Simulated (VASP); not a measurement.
# H2C7: single point with PBE

System: H2C7, a slab with vacuum.

```
C H
1.0
     5.05083    0.00000    0.00000
     0.00000    5.05083    0.00000
     0.00000    0.00000   18.85962
C H
28 8
Direct
  0.50000 0.50000 0.24669
  0.50000 0.00000 0.24669
  0.00000 0.50000 0.24669
  0.00000 0.00000 0.24669
  0.75000 0.50000 0.29403
  0.75000 0.00000 0.29403
  0.25000 0.50000 0.29403
  0.25000 0.00000 0.29403
  0.75000 0.75000 0.34137
  0.75000 0.25000 0.34137
  0.25000 0.75000 0.34137
  0.25000 0.25000 0.34137
  0.99878 0.75000 0.39249
  0.00074 0.25000 0.39331
  0.49993 0.75000 0.38458
  0.50075 0.25000 0.38601
  0.99946 0.99522 0.44346
  0.99946 0.50478 0.44346
  0.49900 0.99000 0.43027
  0.49900 0.51000 0.43027
  0.26625 0.99145 0.48700
  0.26625 0.50855 0.48700
  0.73235 0.99704 0.48657
  0.73235 0.50296 0.48657
  0.36609 0.25000 0.50645
  0.36041 0.75000 0.54404
  0.63542 0.25000 0.51987
  0.63314 0.75000 0.52365
  0.50000 0.64230 0.20671
  0.50000 0.35770 0.20671
  0.50000 0.14230 0.20671
  0.50000 0.85770 0.20671
  0.00000 0.35778 0.20665
  0.00000 0.64222 0.20665
  0.00000 0.85778 0.20665
  0.00000 0.14222 0.20665
```

```
Program                : VASP 6.6.1
Task                   : single point
Functional             : PBE
Potentials or basis    : VASP PAW PBE potentials, release 64 (C, H)
Cutoff                 : 520 eV
k mesh                 : 5 × 5 × 1
Occupations            : gaussian, width 0.05 eV
Spin                   : no spin polarisation
Dipole correction      : yes
Further INCAR settings : LREAL = Auto; ALGO = Normal; EDIFF = 1e-06; NBANDS = 84
```

The largest force is 5.445 eV/Å and the band gap on the k mesh is 0.98 eV (least direct gap 1.00 eV).

Forces on the atoms (eV/Å):
```
C    0.001 -0.017  1.843
C    0.001  0.017  1.843
C   -0.001 -0.028  1.670
C   -0.001  0.028  1.670
C    0.623  0.011 -1.626
C    0.623 -0.011 -1.626
C   -0.616  0.010 -1.617
C   -0.616 -0.010 -1.617
C    0.745  0.000 -0.410
C    0.603  0.000  0.275
C   -0.874  0.000 -0.328
C   -0.497  0.000  0.286
C   -0.007  0.000 -0.011
C    0.007  0.000  0.006
C   -0.008  0.000  0.006
C    0.004  0.000  0.010
C   -0.004  0.016  0.001
C   -0.004 -0.016  0.001
C    0.003  0.008 -0.006
C    0.003 -0.008 -0.006
C   -0.018 -0.036  0.019
C   -0.018  0.036  0.019
C    0.027  0.001 -0.006
C    0.027 -0.001 -0.006
C   -0.047  0.000  5.102
C   -0.049  0.000 -5.445
C    0.047  0.000  0.037
C    0.047  0.000  0.025
H    0.001  0.025 -0.012
H   -0.002 -0.026 -0.015
H   -0.002  0.026 -0.015
H    0.001 -0.025 -0.012
H    0.000 -0.024 -0.016
H    0.002  0.028 -0.010
H    0.002 -0.028 -0.010
H    0.000  0.024 -0.016
```

Levels at points of the mesh, in eV from the valence-band top:
```tsv
k point	band 58	band 59	band 60	band 61	band 62	band 63
(0.00, 0.00, 0.00)	-0.62	-0.19	-0.02	0.98	1.37	2.73
```

It took 9.4 min on 1 thread of Intel(R) Xeon(R) 6975P-C (Granite Rapids) (shared host), peak memory 0.61 GiB.
